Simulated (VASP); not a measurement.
SmHf2H:

```
Sm Hf H
1.0
     3.17483    1.83299    4.58786
    -3.17483    1.83299    4.58786
     0.00000   -3.66598    4.58786
Sm Hf H
2 4 2
Direct
  0.86511 0.86511 0.86511
  0.13489 0.13489 0.13489
  0.50000 0.50000 0.00000
  0.00000 0.50000 0.50000
  0.50000 0.00000 0.50000
  0.50000 0.50000 0.50000
  0.70224 0.70224 0.70224
  0.29776 0.29776 0.29776
```

The cell was built from a structure type or drawn by symmetry, and may not be a known phase.

```yaml
Program: VASP 6.6.1
Task: relaxation of cell and atoms
Functional: PBE
Potentials_or_basis: VASP PAW PBE potentials, release 64 (Sm_3, Hf_pv, H), 4f in core
Cutoff: 500 eV
k_mesh: 3 × 3 × 3
Occupations: gaussian, width 0.2 eV
Spin: no spin polarisation
```

At the start: pressure 5.0 GPa; volume 20.02 Å³/atom.

Task: Where does the relaxation end?

Result: Over 11 steps the energy falls by 81.2 meV/atom and the volume is 20.77 Å³/atom (+3.7 %); space group R-3m (No. 166, to 0.1 Å) before and after.

The path:
```
step  energy change (eV)  largest force (eV/Å)  pressure (GPa)  volume (Å³)
   1              0.0000                0.8639            4.95       160.19
   2             -0.2086                0.6274           -2.26       174.97
   3             -0.2224                0.6569           -0.97       171.84
   4             -0.3034                0.6703           -0.82       171.06
   5             -0.4961                0.6373           -0.29       168.67
   6             -0.5783                0.5578            1.28       163.76
   7             -0.6063                0.4446            0.59       165.62
   8             -0.6376                0.0766           -1.21       168.82
   9             -0.6430                0.1479           -0.75       167.94
  10             -0.6386                0.1621            0.96       163.93
  11             -0.6496                0.0532           -0.01       166.15
```

Final structure:
```
Sm Hf H
1.0
     3.14998    1.81864    4.83390
    -3.14998    1.81864    4.83390
     0.00000   -3.63729    4.83390
Sm Hf H
2 4 2
Direct
  0.88229 0.88229 0.88229
  0.11771 0.11771 0.11771
  0.50000 0.50000 0.00000
  0.00000 0.50000 0.50000
  0.50000 0.00000 0.50000
  0.50000 0.50000 0.50000
  0.72968 0.72968 0.72968
  0.27032 0.27032 0.27032
```

Caveat: the k points lie up to 0.41 Å⁻¹ apart in the final cell; the relaxation stopped at a loose force limit of 0.08 eV/Å, so its end isn't a converged minimum.
